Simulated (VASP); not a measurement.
# TaF3 in VASP: further runs, part 3 of 3

VASP 6.6.1.

## 5. Single point, LDA (strain +0.000 along x and y, -0.030 along z)

Input file INCAR:

```
SYSTEM = TaF3
  ALGO = Normal
  EDIFF = 1E-6
  ENCUT = 600
  GGA_COMPAT = .False.
  ISIF = 2
  ISMEAR = 0
  LASPH = .True.
  LCHARG = .False.
  LREAL = .False.
  LWAVE = .False.
  NBANDS = 24
  NELM = 120
  PREC = Accurate
  SIGMA = 0.15
```

Input file KPOINTS:

```
k-points
0
Gamma
  12 12 12
  0 0 0
```

Input file POSCAR:

```
TaF3
1.0
    3.9012000000      0.0000000000      0.0000000000
    0.0000000000      3.9012000000      0.0000000000
    0.0000000000      0.0000000000      3.7841640000
Ta F
1 3
Direct
    0.0000000000      0.0000000000      0.0000000000
    0.5000000000      0.0000000000      0.0000000000
    0.0000000000      0.5000000000      0.0000000000
    0.0000000000      0.0000000000      0.5000000000
```

Potentials or basis: VASP PAW LDA potentials, release 64 (Ta_pv, F).

Command:

```
$ cat potpaw_LDA.64/Ta_pv/POTCAR potpaw_LDA.64/F/POTCAR > POTCAR
$ mpirun -np 1 vasp_std > vasp.out
```

OUTCAR:

```text
SYSTEM = TaF3
   EDIFF = 1E-6
   ENCUT = 600
   ISIF = 2
   ISMEAR = 0
   LASPH = .True.
   LREAL = .False.
   NELM = 120
   PREC = Accurate

 ion  position               nearest neighbor table
   1  0.000  0.000  0.000-   4 1.89   4 1.89   2 1.95   3 1.95   3 1.95   2 1.95
   2  0.500  0.000  0.000-   1 1.95   1 1.95
   3  0.000  0.500  0.000-   1 1.95   1 1.95
   4  0.000  0.000  0.500-   1 1.89   1 1.89

  LATTYP: Found a simple tetragonal cell.
 ALAT       =     3.9012000000
 C/A-ratio  =     0.9700000000

  Lattice vectors:

 A1 = (   3.9012000000,   0.0000000000,   0.0000000000)
 A2 = (   0.0000000000,   3.9012000000,   0.0000000000)
 A3 = (   0.0000000000,   0.0000000000,   3.7841640000)

Analysis of symmetry for initial positions (statically):
=====================================================================
 Subroutine PRICEL returns:
 Original cell was already a primitive cell.

 Routine SETGRP: Setting up the symmetry group for a
 simple tetragonal supercell.

 Subroutine GETGRP returns: Found 16 space group operations
 (whereof 16 operations were pure point group operations)
 out of a pool of 16 trial point group operations.

The static configuration has the point symmetry D_4h.

Analysis of symmetry for dynamics (positions and initial velocities):
=====================================================================
 Subroutine PRICEL returns:
 Original cell was already a primitive cell.

 Routine SETGRP: Setting up the symmetry group for a
 simple tetragonal supercell.

 Subroutine GETGRP returns: Found 16 space group operations
 (whereof 16 operations were pure point group operations)
 out of a pool of 16 trial point group operations.

The dynamic configuration has the point symmetry D_4h.

 Subroutine INISYM returns: Found 16 space group operations
 (whereof 16 operations are pure point group operations),
 and found     1 'primitive' translations

----------------------------------------------------------------------------------------

                                     Primitive cell

  volume of cell :      57.5926

  direct lattice vectors                    reciprocal lattice vectors
     3.901200000  0.000000000  0.000000000     0.256331385  0.000000000  0.000000000
     0.000000000  3.901200000  0.000000000     0.000000000  0.256331385  0.000000000
     0.000000000  0.000000000  3.784164000     0.000000000  0.000000000  0.264259160

  length of vectors
     3.901200000  3.901200000  3.784164000     0.256331385  0.256331385  0.264259160

  position of ions in fractional coordinates (direct lattice)
     0.000000000  0.000000000  0.000000000
     0.500000000  0.000000000  0.000000000
     0.000000000  0.500000000  0.000000000
     0.000000000  0.000000000  0.500000000

  ion indices of the primitive-cell ions
   primitive index   ion index
                 1           1
                 2           2
                 3           3
                 4           4

----------------------------------------------------------------------------------------

 KPOINTS: k-points

Automatic generation of k-mesh.
 Grid dimensions read from file:
 generate k-points for:   12   12   12

 Generating k-lattice:

  Cartesian coordinates                     Fractional coordinates (reciprocal lattice)
     0.021360949  0.000000000  0.000000000     0.083333333  0.000000000  0.000000000
     0.000000000  0.021360949  0.000000000     0.000000000  0.083333333  0.000000000
     0.000000000  0.000000000  0.022021597     0.000000000  0.000000000  0.083333333

  Length of vectors
     0.021360949  0.021360949  0.022021597

  Shift w.r.t. Gamma in fractional coordinates (k-lattice)
     0.000000000  0.000000000  0.000000000

 Subroutine IBZKPT returns following result:
 ===========================================

 Found    196 irreducible k-points:

 Following reciprocal coordinates:
            Coordinates               Weight
  0.000000  0.000000  0.000000      1.000000
  0.083333  0.000000  0.000000      4.000000
  0.166667  0.000000  0.000000      4.000000
  0.250000  0.000000  0.000000      4.000000
  0.333333  0.000000  0.000000      4.000000
  0.416667  0.000000  0.000000      4.000000
[... 16 lines left out ...]
  0.333333  0.333333  0.000000      4.000000
  0.416667  0.333333  0.000000      8.000000
 [... further k-points ...]
   k-points           NKPTS =    196   k-points in BZ     NKDIM =    196   number of bands    NBANDS=     24
   number of dos      NEDOS =    301   number of ions     NIONS =      4
   total plane-waves  NPLWV =  30720
   dimension x,y,z NGX =    32 NGY =   32 NGZ =   30
   dimension x,y,z NGXF=    64 NGYF=   64 NGZF=   60
   ions per type =               1   3
   NGX,Y,Z   is equivalent  to a cutoff of  13.64, 13.64, 13.18 a.u.
   NGXF,Y,Z  is equivalent  to a cutoff of  27.27, 27.27, 26.36 a.u.
 SYSTEM =  TaF3
   PREC   = accura    normal or accurate (medium, high low for compatibility)
   ISTART =      0    job   : 0-new  1-cont  2-samecut
   ICHARG =      2    charge: 1-file 2-atom 10-const
   ISPIN  =      1    spin polarized calculation?
   LNONCOLLINEAR =      F non collinear calculations
   LSORBIT =      F    spin-orbit coupling
   LASPH  =      T    aspherical Exc in radial PAW
   ENCUT  =  600.0 eV  44.10 Ry    6.64 a.u.   7.79  7.79  7.56*2*pi/ulx,y,z
   NELM   =    120;   NELMIN=  2; NELMDL= -5     # of ELM steps
   EDIFF  = 0.1E-05   stopping-criterion for ELM
   LREAL  =      F    real-space projection
   EDIFFG = 0.1E-04   stopping-criterion for IOM
   NSW    =      0    number of steps for IOM
   IBRION =     -1    ionic relax: 0-MD 1-quasi-New 2-CG
   NFREE  =      0    steps in history (QN), initial steepest desc. (CG)
   ISIF   =      2    stress and relaxation
   ISYM   =      2    0-nonsym 1-usesym 2-fastsym
   POTIM  = 0.5000    time-step for ionic-motion
   TEBEG  =    0.0;   TEEND  =   0.0 temperature during run
   PSTRESS=    0.0 pullay stress
   NELECT =      32.0000    total number of electrons
   NUPDOWN=      -1.0000    fix difference up-down
   EMIN   =  10.00;   EMAX   =-10.00  energy-range for DOS
   EFERMI =   0.00;   METHOD = LEGACY
   ISMEAR =     0;   SIGMA  =   0.15  broadening in eV -4-tet -1-fermi 0-gaus
   EFERMI_NEDOS =   21; number of points for ismear=-14 and -15
   IALGO  =     38    algorithm
   IMIX   =      4    mixing-type and parameters
     AMIX     =   0.40;   BMIX     =  1.00
     AMIX_MAG =   1.60;   BMIX_MAG =  1.00
  volume/ion in A,a.u.               =      14.40        97.16
  Fermi-wavevector in a.u.,A,eV,Ry     =   1.345869  2.543323 24.645084  1.811363
  Thomas-Fermi vector in A             =   2.473747
   LORBIT       =      0    0 simple, 1 ext, 2 COOP (PROOUT), +10 PAW based schemes
   GGA     = CA    functional components
   LHFCALC =     F    Hartree Fock is set to
   AEXX    =    0.0000 exact exchange contribution
   IVDW    =     0    specifies the selected vdW correction
   LEPSILON=     F    determine dielectric tensor
   LRPA    =     F    only Hartree local field effects (RPA)
 non-spin polarized calculation
 Gauss-broadening in eV      SIGMA  =   0.15
  energy-cutoff  :      600.00
  volume of cell :       57.59
 maximum number of plane-waves:      1952
 NGX is ok and might be reduce to    32
   NGX = 15   NGY = 15   NGZ = 15

 number of electron      31.9999994 magnetization

 Free energy of the ion-electron system (eV)
  ---------------------------------------------------
  ext. energy  EPLUGINS =         0.00000000
  ---------------------------------------------------
  free energy    TOTEN  =       -28.89730117 eV

  energy without entropy =      -28.86989484  energy(sigma->0) =      -28.88359800

 E-fermi :   4.7916     XC(G=0):  -9.8587

 val. band max:        4.7899982052   @ k =   0.3333   0.0833   0.0833
 cond. band min:       4.7939379473   @ k =   0.3333   0.0833   0.0000
 fundamental gap:      0.0039397421
 Fermi energy:         4.7916129811

 k-point     1 :       0.0000    0.0000    0.0000
  band No.  band energies     occupation
      1     -32.2139      2.00000
      2     -32.0467      2.00000
      3     -32.0467      2.00000
      4     -24.2723      2.00000
      5     -23.6544      2.00000
      6     -23.4696      2.00000
[... 16 lines left out ...]
     23      13.1254      0.00000
     24      13.9658      0.00000
[... 598 lines left out ...]
      2     -32.3229      2.00000
      3     -32.2037      2.00000
      4     -24.2147      2.00000
      5     -22.6358      2.00000
      6     -22.3938      2.00000
[... 16 lines left out ...]
     23      11.6096      0.00000
     24      13.2168      0.00000

 [... further k-points ...]
[... 5 lines left out ...]
  --------------------------------------------------------------------------------------
  -------------------------------------------------------------------------------------
  Total        6.4464068      6.4464068     12.0046992      0.0000000      0.0000000      0.0000000
  in kB      179.3337001    179.3337001    333.9607946      0.0000000      0.0000000      0.0000000
  external PRESSURE =     230.8760650 kB  Pullay stress =       0.0000000 kB

 VOLUME and BASIS-vectors are now :
 -----------------------------------------------------------------------------
  energy-cutoff  :      600.00
  volume of cell :       57.59
      direct lattice vectors                 reciprocal lattice vectors
     3.901200000  0.000000000  0.000000000     0.256331385  0.000000000  0.000000000
     0.000000000  3.901200000  0.000000000     0.000000000  0.256331385  0.000000000
     0.000000000  0.000000000  3.784164000     0.000000000  0.000000000  0.264259160

 POSITION                                       TOTAL-FORCE (eV/Angst)
 -----------------------------------------------------------------------------------
      0.00000      0.00000      0.00000         0.000000      0.000000      0.000000
      1.95060      0.00000      0.00000         0.000000      0.000000      0.000000
      0.00000      1.95060      0.00000         0.000000      0.000000      0.000000
      0.00000      0.00000      1.89208         0.000000      0.000000      0.000000
 -----------------------------------------------------------------------------------
    total drift:                                0.000000      0.000000     -0.000000

  FREE ENERGIE OF THE ION-ELECTRON SYSTEM (eV)
  ---------------------------------------------------
  free  energy   TOTEN  =       -28.8973011724 eV

  energy  without entropy=      -28.8698948374  energy(sigma->0) =      -28.88359800
```

OSZICAR:

```text
N       E                     dE             d eps       ncg     rms          rms(c)
DAV:   1     0.280065679486E+03    0.28007E+03   -0.19511E+04  9408   0.146E+03
DAV:   2    -0.164170969120E+02   -0.29648E+03   -0.28564E+03 11720   0.393E+02
DAV:   3    -0.307750223021E+02   -0.14358E+02   -0.14250E+02 11816   0.855E+01
DAV:   4    -0.308952296667E+02   -0.12021E+00   -0.12017E+00 10352   0.874E+00
DAV:   5    -0.308964943164E+02   -0.12646E-02   -0.12646E-02 11952   0.872E-01    0.331E+01
DAV:   6    -0.289623307225E+02    0.19342E+01   -0.67418E+00  9952   0.240E+01    0.172E+01
DAV:   7    -0.289123499543E+02    0.49981E-01   -0.20930E-01 10432   0.414E+00    0.907E+00
DAV:   8    -0.288972611455E+02    0.15089E-01   -0.16233E-02 12168   0.124E+00    0.977E-01
DAV:   9    -0.288970054946E+02    0.25565E-03   -0.15780E-03 10344   0.316E-01    0.778E-02
DAV:  10    -0.288972871164E+02   -0.28162E-03   -0.16926E-04  9968   0.941E-02    0.151E-02
DAV:  11    -0.288972975653E+02   -0.10449E-04   -0.11927E-05 11640   0.316E-02    0.149E-02
DAV:  12    -0.288973001970E+02   -0.26317E-05   -0.32906E-06  9896   0.142E-02    0.101E-02
DAV:  13    -0.288973011724E+02   -0.97546E-06   -0.79037E-07  7232   0.588E-03
   1 F= -.28897301E+02 E0= -.28883598E+02  d E =-.274063E-01
```

stdout:

```text
POSCAR found type information on POSCAR TaF
 POSCAR found :  2 types and       4 ions
 scaLAPACK will be used
 LDA part: xc-table for (Slater(with rela. corr.)+CA(PZ))
 , standard interpolation
 POSCAR, INCAR and KPOINTS ok, starting setup
 FFT: planning ... GRIDC
 FFT: planning ... GRID_SOFT
 FFT: planning ... GRID
 WAVECAR not read
 entering main loop
```

It took 3.3 min on 1 thread of AMD EPYC 9R45 (Zen 5), shared host; peak memory 0.33 GiB.

What came out:

| Quantity | Value |
| --- | --- |
| Free energy | -28.8973 eV |
| Pressure | 23.1 GPa |
| Band gap on the k mesh | zero (band 16 reaches 6.60 eV, above the bottom of band 17 at 3.45 eV) |

Levels at points of the mesh, in eV from the Fermi level:
| k point | band 14 | band 15 | band 16 | band 17 | band 18 | band 19 |
| --- | --- | --- | --- | --- | --- | --- |
| (0.00, 0.00, 0.00) | -9.13 | -9.13 | -1.34 | -1.34 | -1.31 | -0.73 |
| (0.50, 0.00, 0.00) | -9.38 | -9.19 | -1.25 | 0.32 | 0.34 | 2.07 |
| (0.50, 0.50, 0.00) | -9.82 | -8.47 | 0.42 | 0.42 | 1.44 | 4.05 |
| (0.00, 0.00, 0.50) | -9.12 | -9.12 | -1.20 | 0.60 | 0.60 | 2.20 |
| (0.50, 0.00, 0.50) | -9.54 | -8.65 | 0.48 | 0.72 | 1.65 | 3.32 |
| (0.50, 0.50, 0.50) | -8.64 | -8.46 | 1.81 | 2.01 | 2.01 | 3.26 |

Caveat: the cell differs from its parent crystal (strain +0.000 along x and y, -0.030 along z); spin-orbit coupling is left out, which moves the levels of the heavy elements.

## 6. Single point, LDA (strain +0.000 along x and y, +0.030 along z)

Input file INCAR:

```
SYSTEM = TaF3
PREC = Accurate
ENCUT = 600
EDIFF = 1E-6
ISMEAR = 0
SIGMA = 0.15
LREAL = .FALSE.
LASPH = .TRUE.
NELM = 120
ALGO = Normal
ISIF = 2
LWAVE = .FALSE.
LCHARG = .FALSE.
NBANDS = 24
GGA_COMPAT = .FALSE.
```

Input file KPOINTS:

```
Automatic mesh
0
G
  12 12 12
  0 0 0
```

POSCAR, as its differences from that of step 5:

```diff
@@ -4,3 +4,3 @@
     0.0000000000      3.9012000000      0.0000000000
-    0.0000000000      0.0000000000      3.7841640000
+    0.0000000000      0.0000000000      4.0182360000
 Ta F
```

Potentials or basis: VASP PAW LDA potentials, release 64 (Ta_pv, F).

Command:

```
$ cat potpaw_LDA.64/Ta_pv/POTCAR potpaw_LDA.64/F/POTCAR > POTCAR
$ mpirun -np 1 vasp_std > vasp.out
```

Wall time 3.5 min (1 thread of AMD EPYC 9R45 (Zen 5), shared host); peak memory 0.36 GiB.

The run converged. Its results:

| Property | Result |
| --- | --- |
| Free energy | -29.2862 eV |
| Pressure | 11.1 GPa |
| Band gap on the k mesh | zero (band 16 reaches 5.85 eV, above the bottom of band 17 at 2.98 eV) |

Stress tensor (GPa, compression positive):
```
14.70  0.00  0.00
 0.00 14.70  0.00
 0.00  0.00  3.82
```

Levels at points of the mesh, in eV from the Fermi level:
| k point | band 14 | band 15 | band 16 | band 17 | band 18 | band 19 |
| --- | --- | --- | --- | --- | --- | --- |
| (0.00, 0.00, 0.00) | -8.64 | -8.64 | -1.22 | -1.19 | -1.19 | -0.56 |
| (0.50, 0.00, 0.00) | -8.87 | -8.64 | -1.10 | 0.43 | 0.45 | 1.91 |
| (0.50, 0.50, 0.00) | -8.96 | -8.39 | 0.56 | 0.56 | 1.57 | 2.68 |
| (0.00, 0.00, 0.50) | -9.04 | -9.04 | -1.16 | 0.21 | 0.21 | 2.16 |
| (0.50, 0.00, 0.50) | -9.25 | -8.16 | 0.32 | 0.51 | 1.39 | 3.29 |
| (0.50, 0.50, 0.50) | -8.15 | -8.15 | 1.67 | 1.67 | 1.83 | 3.60 |

Caveat: the cell differs from its parent crystal (strain +0.000 along x and y, +0.030 along z); spin-orbit coupling is left out, which moves the levels of the heavy elements.

## 7. Single point, LDA (strain +0.030 along x and y, -0.030 along z)

Input file INCAR:

```
SYSTEM = TaF3
PREC = Accurate
ENCUT = 600
EDIFF = 1E-6
ISMEAR = 0
SIGMA = 0.15
LREAL = .False.
LASPH = .True.
NELM = 120
ALGO = Normal
ISIF = 2
LWAVE = .False.
LCHARG = .True.
LELF = .True.
LVHAR = .True.
NBANDS = 24
GGA_COMPAT = .False.
```

Input file KPOINTS:

```
Automatic mesh
0
Gamma
  12 12 12
  0 0 0
```

Input file POSCAR:

```
TaF3
1.0
    4.0182360000      0.0000000000      0.0000000000
    0.0000000000      4.0182360000      0.0000000000
    0.0000000000      0.0000000000      3.7841640000
Ta F
1 3
Direct
    0.0000000000      0.0000000000      0.0000000000
    0.5000000000      0.0000000000      0.0000000000
    0.0000000000      0.5000000000      0.0000000000
    0.0000000000      0.0000000000      0.5000000000
```

Command:

```
$ cat potpaw_LDA.64/Ta_pv/POTCAR potpaw_LDA.64/F/POTCAR > POTCAR
$ mpirun -np 1 vasp_std > vasp.out
```

Wall time 3.8 min (1 thread of AMD EPYC 9R45 (Zen 5), shared host); peak memory 0.35 GiB.

The run converged. Its results:

| Quantity | Value |
| --- | --- |
| Free energy | -29.1335 eV |
| Pressure | 12.3 GPa |
| Band gap on the k mesh | zero (band 16 reaches 5.68 eV, above the bottom of band 17 at 2.96 eV) |

Stress tensor (GPa, compression positive):
```
 3.66  0.00  0.00
 0.00  3.66  0.00
 0.00  0.00 29.61
```

Levels at points of the mesh, in eV from the Fermi level:
```
           k point  band 13  band 14  band 15  band 16  band 17  band 18  band 19  band 20
(0.00, 0.00, 0.00)    -8.60    -8.60    -8.56    -1.20    -1.20    -1.16    -0.58     2.05
(0.50, 0.00, 0.00)    -9.09    -8.89    -8.65    -1.13     0.21     0.24     1.79     2.23
(0.50, 0.50, 0.00)    -9.24    -9.24    -7.98     0.28     0.28     1.22     4.03     4.73
(0.00, 0.00, 0.50)    -8.76    -8.58    -8.58    -1.03     0.72     0.72     1.99     2.20
(0.50, 0.00, 0.50)    -9.00    -8.91    -8.29     0.38     0.82     1.63     2.70     4.80
(0.50, 0.50, 0.50)    -8.28    -8.28    -7.97     1.52     1.90     1.90     3.63     6.49
```

Caveat: the cell differs from its parent crystal (strain +0.030 along x and y, -0.030 along z); spin-orbit coupling is left out, which moves the levels of the heavy elements.

## 8. The runs side by side

| cell | gap on the mesh (eV) | pressure (GPa) |
| --- | --- | --- |
| a = 3.784 Å, 4 atoms | none | 38.1 |
| a = 3.784, b = 3.784, c = 3.901 Å, 4 atoms | none | 30.4 |
| a = 3.784, b = 3.784, c = 4.018 Å, 4 atoms | none | 24.4 |
| a = 3.901, b = 3.901, c = 3.784 Å, 4 atoms | none | 23.1 |
| a = 3.901, b = 3.901, c = 4.018 Å, 4 atoms | none | 11.1 |
| a = 4.018, b = 4.018, c = 3.784 Å, 4 atoms | none | 12.3 |

Alike in all rows: task single point; level LDA; potentials or basis VASP PAW LDA potentials, release 64 (Ta_pv, F); no spin polarisation; k mesh 12 × 12 × 12; cutoff (eV) 600; smearing gaussian 0.15 eV.

Caveats: spin-orbit coupling is left out, which moves the levels of the heavy elements.

Total energies depend on the potentials used, so only differences within one code and one set of settings carry meaning.
